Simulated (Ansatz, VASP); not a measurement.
# One calculation of Cd, two programs

```
Cd
1.0
     0.00000    1.73671    1.73671
     1.73671    0.00000    1.73671
     1.73671    1.73671    0.00000
Cd
1
Cartesian
  0.0000 0.0000 0.0000
```

Change from the starting cell: volume scaled by 0.5, LAPW.

Alike in both runs: task single point; functional PBEsol; k mesh 17 × 17 × 17; occupations fermi-dirac, width 0.08 eV; no spin polarisation.

|  | VASP | Ansatz |
| --- | --- | --- |
| version | VASP 6.6.1 | Ansatz 0.2.0 |
| potentials or method | VASP PAW PBE potentials, release 64 (Cd), cutoff 520 eV | all-electron LAPW, scalar-relativistic |

```csv
,VASP,Ansatz,Ansatz less VASP
pressure (GPa),290.4,277.1,-13.23
```

VASP's potentials were made for PBE, not for PBEsol. Both programs put the cell under a high pressure, so it lies far from rest at this level. Ansatz ran all-electron here, and VASP with PAW potentials.

Noted on VASP's run: the cell as given lies far from equilibrium.
